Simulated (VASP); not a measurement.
Crystal: Sb.

```
CELL_PARAMETERS angstrom
3.16000 0.00000 0.00000
0.00000 3.16000 0.00000
0.00000 0.00000 3.16000
ATOMIC_POSITIONS crystal
Sb 0.00000 0.00000 0.00000
```

| Item | Value |
| --- | --- |
| Program | VASP 6.6.1 |
| Task | relaxation of cell and atoms |
| Functional | HF |
| Potentials or basis | VASP PAW PBE potentials, release 64 (Sb) |
| Cutoff | 600 eV |
| k mesh | 4 × 4 × 4 |
| Occupations | fermi-dirac, width 0.05 eV |
| Spin | no spin polarisation |

At the start: pressure -37.5 GPa; volume 31.55 Å³/atom.

Q: Where does the relaxation end?

A: Over 8 steps the energy falls by 3136.4 meV/atom and the volume is 17.01 Å³/atom (-46.1 %); space group Pm-3m (No. 221, to 0.05 Å).

Step by step:
| step | energy change (eV) | largest force (eV/Å) | pressure (GPa) | volume (Å³) |
| --- | --- | --- | --- | --- |
| 1 | 0.0000 | 0.0000 | -37.55 | 31.55 |
| 2 | 9.6217 | 0.0000 | 862.87 | 8.40 |
| 3 | -1.1074 | 0.0000 | -41.08 | 27.04 |
| 4 | -1.9633 | 0.0000 | -40.23 | 23.71 |
| 5 | -2.8222 | 0.0000 | 50.98 | 14.76 |
| 6 | -3.0625 | 0.0000 | -16.50 | 18.36 |
| 7 | -3.1335 | 0.0000 | -3.72 | 17.27 |
| 8 | -3.1364 | 0.0000 | 0.09 | 17.01 |

Final structure:
```xyz
1
Lattice="2.5716 0.0000 0.0000 0.0000 2.5716 0.0000 0.0000 0.0000 2.5716" Properties=species:S:1:pos:R:3 pbc="T T T"
Sb    0.0000    0.0000    0.0000
```

Caveat: the k points lie up to 0.61 Å⁻¹ apart in the final cell; the volume moved by over 15 % at a fixed basis, so the end points are rough; the PAW data sets were made with another functional, which shifts forces and pressure a little; the volume moved by -46 % from the deposited cell, more than functionals usually miss.
